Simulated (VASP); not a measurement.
# Al in VASP: notebook

The runs below take Al through single point, relaxation of cell and atoms, with PBE.

Everything below comes from runs of VASP 6.6.1. Logs are shortened: lines on timing, memory, paths and dates and some standing lists are left out, and cuts for length are marked.

## Step 1: The cell of the first run

The typed cell holds 2 atoms: a = 3.854 Å, b = 3.854 Å, c = 3.854 Å, α = 120.11°, β = 120.11°, γ = 89.81°.

## Step 2: Single point, PBE

INCAR reads:

```
SYSTEM = Al
ALGO = Normal
EDIFF = 1E-7
ENCUT = 520
GGA = PE
ISIF = 2
ISMEAR = 0
LASPH = .TRUE.
LCHARG = .FALSE.
LREAL = .FALSE.
LWAVE = .FALSE.
NBANDS = 10
NELM = 80
PREC = Accurate
SIGMA = 0.1
```

KPOINTS reads:

```
k-points
0
G
  8 8 8
  0 0 0
```

POSCAR reads:

```
Al
1.0
   -1.9236250094      1.9236250094      2.7295851029
    1.9236250094     -1.9236250094      2.7295851029
    1.9236250094      1.9236250094     -2.7295851029
Al
2
Direct
    0.2499580160      0.2499580160      0.0000000000
    0.7500419840      0.7500419840      0.0000000000
```

Potentials or basis: VASP PAW PBE potentials, release 64 (Al).

Started as:

```console
cat potpaw_PBE.64/Al/POTCAR > POTCAR
mpirun -np 1 vasp_std > vasp.out
```

OUTCAR:

```text
SYSTEM = Al
   EDIFF = 1E-7
   ENCUT = 520
   GGA = PE
   ISIF = 2
   ISMEAR = 0
   LASPH = .TRUE.
   LREAL = .FALSE.
   NELM = 80
   PREC = Accurate

 ion  position               nearest neighbor table
   1  0.250  0.250  0.000-   2 2.72   2 2.72   2 2.72   2 2.72   2 2.73   2 2.73
   2  0.750  0.750  0.000-   1 2.72   1 2.72   1 2.72   1 2.72   1 2.73   1 2.73

  LATTYP: Found a body centered tetragonal cell.
 ALAT       =     3.8472500188
 C/A-ratio  =     1.4189798373

  Lattice vectors:

 A1 = (  -1.9236250094,   1.9236250094,   2.7295851029)
 A2 = (   1.9236250094,  -1.9236250094,   2.7295851029)
 A3 = (   1.9236250094,   1.9236250094,  -2.7295851029)

Analysis of symmetry for initial positions (statically):
=====================================================================
 Subroutine PRICEL returns:
 Original cell was already a primitive cell.

 Routine SETGRP: Setting up the symmetry group for a
 body centered tetragonal supercell.

 Subroutine GETGRP returns: Found 16 space group operations
 (whereof 16 operations were pure point group operations)
 out of a pool of 16 trial point group operations.

The static configuration has the point symmetry D_4h.

Analysis of symmetry for dynamics (positions and initial velocities):
=====================================================================
 Subroutine PRICEL returns:
 Original cell was already a primitive cell.

 Routine SETGRP: Setting up the symmetry group for a
 body centered tetragonal supercell.

 Subroutine GETGRP returns: Found 16 space group operations
 (whereof 16 operations were pure point group operations)
 out of a pool of 16 trial point group operations.

The dynamic configuration has the point symmetry D_4h.

 Subroutine INISYM returns: Found 16 space group operations
 (whereof 16 operations are pure point group operations),
 and found     1 'primitive' translations

----------------------------------------------------------------------------------------

                                     Primitive cell

  volume of cell :      40.4015

  direct lattice vectors                    reciprocal lattice vectors
    -1.923625009  1.923625009  2.729585103     0.000000000  0.259925920  0.183178022
     1.923625009 -1.923625009  2.729585103     0.259925920  0.000000000  0.183178022
     1.923625009  1.923625009 -2.729585103     0.259925920  0.259925920  0.000000000

  length of vectors
     3.853738599  3.853738599  3.853738599     0.317986905  0.317986905  0.367590761

  position of ions in fractional coordinates (direct lattice)
     0.249958016  0.249958016  0.000000000
     0.750041984  0.750041984  0.000000000

  ion indices of the primitive-cell ions
   primitive index   ion index
                 1           1
                 2           2

----------------------------------------------------------------------------------------

 KPOINTS: k-points

Automatic generation of k-mesh.
 Grid dimensions read from file:
 generate k-points for:    8    8    8

 Generating k-lattice:

  Cartesian coordinates                     Fractional coordinates (reciprocal lattice)
     0.000000000  0.032490740  0.022897253     0.125000000  0.000000000 -0.000000000
     0.032490740  0.000000000  0.022897253     0.000000000  0.125000000 -0.000000000
     0.032490740  0.032490740  0.000000000     0.000000000  0.000000000  0.125000000

  Length of vectors
     0.039748363  0.039748363  0.045948845

  Shift w.r.t. Gamma in fractional coordinates (k-lattice)
     0.000000000  0.000000000  0.000000000

 Subroutine IBZKPT returns following result:
 ===========================================

 Found     59 irreducible k-points:

 Following reciprocal coordinates:
            Coordinates               Weight
  0.000000  0.000000  0.000000      1.000000
  0.125000  0.000000  0.000000      8.000000
  0.250000  0.000000  0.000000      8.000000
  0.375000 -0.000000  0.000000      8.000000
  0.500000  0.000000  0.000000      4.000000
  0.125000  0.125000  0.000000      8.000000
[... 16 lines left out ...]
  0.250000  0.125000  0.125000     16.000000
  0.375000  0.125000  0.125000      8.000000
 [... further k-points ...]
   k-points           NKPTS =     59   k-points in BZ     NKDIM =     59   number of bands    NBANDS=     10
   number of dos      NEDOS =    301   number of ions     NIONS =      2
   total plane-waves  NPLWV =  27000
   dimension x,y,z NGX =    30 NGY =   30 NGZ =   30
   dimension x,y,z NGXF=    60 NGYF=   60 NGZF=   60
   ions per type =               2
   NGX,Y,Z   is equivalent  to a cutoff of  12.94, 12.94, 12.94 a.u.
   NGXF,Y,Z  is equivalent  to a cutoff of  25.88, 25.88, 25.88 a.u.
 SYSTEM =  Al
   PREC   = accura    normal or accurate (medium, high low for compatibility)
   ISTART =      0    job   : 0-new  1-cont  2-samecut
   ICHARG =      2    charge: 1-file 2-atom 10-const
   ISPIN  =      1    spin polarized calculation?
   LNONCOLLINEAR =      F non collinear calculations
   LSORBIT =      F    spin-orbit coupling
   LASPH  =      T    aspherical Exc in radial PAW
   ENCUT  =  520.0 eV  38.22 Ry    6.18 a.u.   7.17  7.17  7.17*2*pi/ulx,y,z
   NELM   =     80;   NELMIN=  2; NELMDL= -5     # of ELM steps
   EDIFF  = 0.1E-06   stopping-criterion for ELM
   LREAL  =      F    real-space projection
   EDIFFG = 0.1E-05   stopping-criterion for IOM
   NSW    =      0    number of steps for IOM
   IBRION =     -1    ionic relax: 0-MD 1-quasi-New 2-CG
   NFREE  =      0    steps in history (QN), initial steepest desc. (CG)
   ISIF   =      2    stress and relaxation
   ISYM   =      2    0-nonsym 1-usesym 2-fastsym
   POTIM  = 0.5000    time-step for ionic-motion
   TEBEG  =    0.0;   TEEND  =   0.0 temperature during run
   PSTRESS=    0.0 pullay stress
   NELECT =       6.0000    total number of electrons
   NUPDOWN=      -1.0000    fix difference up-down
   EMIN   =  10.00;   EMAX   =-10.00  energy-range for DOS
   EFERMI =   0.00;   METHOD = LEGACY
   ISMEAR =     0;   SIGMA  =   0.10  broadening in eV -4-tet -1-fermi 0-gaus
   EFERMI_NEDOS =   21; number of points for ismear=-14 and -15
   IALGO  =     38    algorithm
   IMIX   =      4    mixing-type and parameters
     AMIX     =   0.40;   BMIX     =  1.00
     AMIX_MAG =   1.60;   BMIX_MAG =  1.00
  volume/ion in A,a.u.               =      20.20       136.32
  Fermi-wavevector in a.u.,A,eV,Ry     =   0.866947  1.638293 10.226109  0.751598
  Thomas-Fermi vector in A             =   1.985410
   LORBIT       =      0    0 simple, 1 ext, 2 COOP (PROOUT), +10 PAW based schemes
   GGA     = PE    functional components
   LHFCALC =     F    Hartree Fock is set to
   AEXX    =    0.0000 exact exchange contribution
   IVDW    =     0    specifies the selected vdW correction
   LEPSILON=     F    determine dielectric tensor
   LRPA    =     F    only Hartree local field effects (RPA)
 non-spin polarized calculation
 Gauss-broadening in eV      SIGMA  =   0.10
  energy-cutoff  :      520.00
  volume of cell :       40.40
 maximum number of plane-waves:      1106
 NGX is ok and might be reduce to    30

 number of electron       6.0000000 magnetization

 Free energy of the ion-electron system (eV)
  ---------------------------------------------------
  ext. energy  EPLUGINS =         0.00000000
  ---------------------------------------------------
  free energy    TOTEN  =        -6.74902079 eV

  energy without entropy =       -6.74319972  energy(sigma->0) =       -6.74611026

 E-fermi :   5.7634     XC(G=0):  -9.4145

 val. band max:        5.7545615820   @ k =   0.1250   0.1250   0.0000
 cond. band min:       5.8393370562   @ k =  -0.1250   0.2500   0.1250
 fundamental gap:      0.0847754742
 Fermi energy:         5.7634084510

 k-point     1 :       0.0000    0.0000    0.0000
  band No.  band energies     occupation
      1      -3.9010      2.00000
      2       8.4824      0.00000
      3       8.4824      0.00000
      4       8.5248      0.00000
      5      11.2006      0.00000
      6      11.2334      0.00000
      7      11.2334      0.00000
      8      12.4869      0.00000
      9      13.5986      0.00000
     10      13.6474      0.00000

 k-point     2 :       0.1250    0.0000    0.0000
  band No.  band energies     occupation
      1      -3.6699      2.00000
      2       6.7218      0.00000
      3       8.2699      0.00000
      4       8.2859      0.00000
      5      11.2746      0.00000
      6      11.8695      0.00000
      7      11.8786      0.00000
      8      12.0267      0.00000
      9      12.0819      0.00000
     10      13.6699      0.00000

 k-point     3 :       0.2500    0.0000    0.0000
  band No.  band energies     occupation
      1      -2.9790      2.00000
      2       4.1235      2.00000
      3       8.0111      0.00000
      4       8.0121      0.00000
      5      10.4195      0.00000
      6      10.4669      0.00000
      7      10.9588      0.00000
      8      13.0524      0.00000
      9      13.4331      0.00000
     10      13.4410      0.00000

 k-point     4 :       0.3750   -0.0000    0.0000
  band No.  band energies     occupation
      1      -1.8352      2.00000
      2       1.7502      2.00000
      3       8.0232      0.00000
      4       8.0381      0.00000
      5       9.2109      0.00000
      6       9.2485      0.00000
      7      10.9189      0.00000
      8      12.0089      0.00000
      9      15.5617      0.00000
     10      15.5837      0.00000
[... 222 lines left out ...]
 k-point    22 :       0.1250    0.1250    0.1250
  band No.  band energies     occupation
      1      -2.3688      2.00000
      2       4.3385      2.00000
      3       5.1081      2.00000
      4       7.1234      0.00000
      5       8.6716      0.00000
      6      10.6363      0.00000
      7      11.6576      0.00000
      8      14.4281      0.00000
      9      14.9816      0.00000
     10      16.0815      0.00000

 k-point    23 :       0.2500    0.1250    0.1250
  band No.  band energies     occupation
      1      -1.2341      2.00000
      2       2.2930      2.00000
      3       4.7686      2.00000
      4       5.9087      0.03985
      5       9.2026      0.00000
      6      10.5150      0.00000
      7      12.1083      0.00000
      8      14.7679      0.00000
      9      15.3707      0.00000
     10      16.9264      0.00000

 k-point    24 :       0.3750    0.1250    0.1250
  band No.  band energies     occupation
      1       0.3325      2.00000
      2       0.3333      2.00000
      3       5.1157      2.00000
      4       5.1164      2.00000
      5       9.7009      0.00000
      6       9.7030      0.00000
      7      14.0955      0.00000
      8      14.0960      0.00000
      9      15.5860      0.00000
     10      15.5880      0.00000

 [... further k-points ...]
[... 5 lines left out ...]
  --------------------------------------------------------------------------------------
  -------------------------------------------------------------------------------------
  Total        0.0722614      0.0722614     -0.0230582      0.0000000      0.0000000      0.0000000
  in kB        2.8656261      2.8656261     -0.9144042      0.0000000      0.0000000      0.0000000
  external PRESSURE =       1.6056160 kB  Pullay stress =       0.0000000 kB

 VOLUME and BASIS-vectors are now :
 -----------------------------------------------------------------------------
  energy-cutoff  :      520.00
  volume of cell :       40.40
      direct lattice vectors                 reciprocal lattice vectors
    -1.923625009  1.923625009  2.729585103     0.000000000  0.259925920  0.183178022
     1.923625009 -1.923625009  2.729585103     0.259925920  0.000000000  0.183178022
     1.923625009  1.923625009 -2.729585103     0.259925920  0.259925920  0.000000000

 POSITION                                       TOTAL-FORCE (eV/Angst)
 -----------------------------------------------------------------------------------
      0.00000      0.00000      1.36456        -0.000000     -0.000000      0.001778
      0.00000      0.00000      4.09461         0.000000      0.000000     -0.001778
 -----------------------------------------------------------------------------------
    total drift:                               -0.000000     -0.000000     -0.000000

  FREE ENERGIE OF THE ION-ELECTRON SYSTEM (eV)
  ---------------------------------------------------
  free  energy   TOTEN  =        -6.7490207930 eV

  energy  without entropy=       -6.7431997225  energy(sigma->0) =       -6.74611026
```

Run time: 10 s. Hardware: 1 thread of Intel Xeon 6975P-C (Granite Rapids), shared host; peak memory 0.16 GiB.

Results:

* Free energy: -6.7490 eV
* Pressure: 0.2 GPa
* Band gap on the k mesh: zero (band 3 reaches 8.48 eV, above the bottom of band 4 at 2.68 eV)

Stress tensor (GPa, compression positive):
```
 0.29  0.00  0.00
 0.00  0.29  0.00
 0.00  0.00 -0.09
```

Levels at points of the mesh, in eV from the Fermi level:
```csv
k point,band 1,band 2,band 3,band 4,band 5,band 6,band 7,band 8
"(0.00, 0.00, 0.00)",-9.66,2.72,2.72,2.76,5.44,5.47,5.47,6.72
"(0.50, 0.00, 0.00)",-6.02,-6.01,2.65,2.65,2.68,2.68,5.51,5.51
"(0.50, 0.50, 0.00)",-5.31,-4.20,-0.69,-0.66,-0.44,2.08,10.42,12.42
"(0.50, 0.50, 0.50)",-5.36,-4.21,-0.65,-0.65,-0.38,2.09,10.41,12.51
```

## Step 3: Single point, PBE

This run uses another cell than the first one: it holds 4 atoms, not 2.

INCAR reads:

```
PREC = Accurate
ENCUT = 520
EDIFF = 1E-6
ISMEAR = 0
SIGMA = 0.2
LREAL = False
LASPH = True
NELM = 100
ALGO = Normal
ISIF = 2
LWAVE = False
LCHARG = False
GGA = PE
NBANDS = 14
```

KPOINTS reads:

```
regular mesh
0
Gamma
  8 4 4
```

POSCAR reads:

```
Al
1.0
    0.0000000000     -2.7217713358      0.0000000000
   -5.4435426716      0.0000000000      0.0000000000
    0.0000000000      0.0000000000     -5.4435426716
Al
4
Direct
    0.0000000000      0.0000000000      0.0000000000
    1.0000000000      0.0000000000      0.5000000000
    1.0000000000      0.5000000000      0.0000000000
    1.0000000000      0.5000000000      0.5000000000
```

Potentials or basis: VASP PAW PBE potentials, release 64 (Al).

Started as:

```console
cat potpaw_PBE.64/Al/POTCAR > POTCAR
mpirun -np 1 vasp_std > vasp.out
```

Run time: 11 s. Hardware: 1 thread of Intel Xeon 6975P-C (Granite Rapids), shared host; peak memory 0.17 GiB.

It converged, with:

```yaml
Free_energy: -13.5875 eV
Pressure: -0.3 GPa
Band_gap_on_the_k_mesh: zero (band 6 reaches 8.44 eV, above the bottom of band 7 at 3.82 eV)
```

Levels at points of the mesh, in eV from the Fermi level:
| k point | band 3 | band 4 | band 5 | band 6 | band 7 | band 8 | band 9 | band 10 |
| --- | --- | --- | --- | --- | --- | --- | --- | --- |
| (0.00, 0.00, 0.00) | -5.17 | -4.05 | -4.05 | -0.51 | -0.51 | -0.25 | 2.25 | 8.03 |
| (0.50, 0.00, 0.00) | -0.51 | -0.51 | -0.51 | -0.51 | -0.25 | -0.25 | 2.25 | 2.25 |
| (0.00, 0.50, 0.00) | -3.94 | -3.94 | -2.92 | -2.92 | 1.26 | 1.26 | 5.14 | 5.14 |
| (0.50, 0.50, 0.00) | -2.92 | -2.92 | 0.58 | 0.58 | 0.58 | 0.58 | 0.87 | 0.87 |
| (0.00, 0.50, 0.50) | -7.07 | -7.07 | 1.76 | 1.76 | 1.76 | 1.76 | 3.19 | 3.19 |
| (0.50, 0.50, 0.50) | -2.74 | -2.74 | -1.80 | -1.80 | -1.80 | -1.80 | 5.04 | 5.04 |

(Part 1 of 2 ends here.)
